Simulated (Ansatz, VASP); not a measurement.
# One calculation of Ir, two programs

Contents of INCAR:

```
SYSTEM = Ir
PREC = Accurate
ENCUT = 520
EDIFF = 1E-6
ISMEAR = 0
SIGMA = 0.15
LREAL = .False.
LASPH = .True.
NELM = 100
ALGO = Fast
ISIF = 2
LWAVE = .False.
LCHARG = .False.
GGA = PS
NBANDS = 10
```

Contents of KPOINTS:

```
Automatic mesh
0
Gamma
  26 26 26
  0 0 0
```

POSCAR

```
Ir
1.0
    0.0095755760      1.9151152071      1.9151152071
    1.9151152071      0.0095755760      1.9151152071
    1.9246907831      1.9246907831      0.0000000000
Ir
1
Direct
    0.0000000000      0.0000000000      0.0000000000
```

Input for Ansatz:

```yaml
crystal:
  lattice:
    - [0.009575576, 1.9151152071, 1.9151152071]
    - [1.9151152071, 0.009575576, 1.9151152071]
    - [1.9246907831, 1.9246907831, 0.0]
  atoms:
    - { symbol: Ir, position: [0.0, 0.0, 0.0] }
basis:
  ecutwfc: 420
kpoints:
  mp_grid: { grid: [26, 26, 26] }
hamiltonian:
  xc: pbesol
scf:
  occupations: { method: gaussian, width: 0.15 }
output:
  forces: true
  stress: true
  eigenvalues: true
```

Change from the starting cell: strain +0.0100 x Voigt [0, 0, 0, 0, 0, 1], atoms carried along.

Alike in both runs: task single point; functional PBEsol; k mesh 26 × 26 × 26; occupations gaussian, width 0.15 eV; no spin polarisation.

|  | VASP | Ansatz |
| --- | --- | --- |
| version | VASP 6.6.1 | Ansatz 0.2.0 |
| potentials or method | VASP PAW PBE potentials, release 64 (Ir), cutoff 520 eV | scalar-relativistic, plane waves, PAW |
| valence electrons in the cell | 9 | 17 |

Ansatz gave:

```
gap on the k mesh at the Fermi level (eV)                     : none
pressure (GPa)                                                : 0.1
traceless stress, the component that is largest in VASP (GPa) : -2.87
```

Problem. Which values does VASP return?

Solution. gap on the k mesh at the Fermi level (eV): none; pressure (GPa): 1.0; traceless stress, the component that is largest in VASP (GPa): -2.88.

VASP's potentials were made for PBE, not for PBEsol. A gap of «none» marks a metal or a gap that the smearing closes. VASP's potentials hold 9 valence electrons a cell and Ansatz's 17, so a difference there can come from the potentials and not from the codes.

Neither program's run includes spin-orbit coupling.
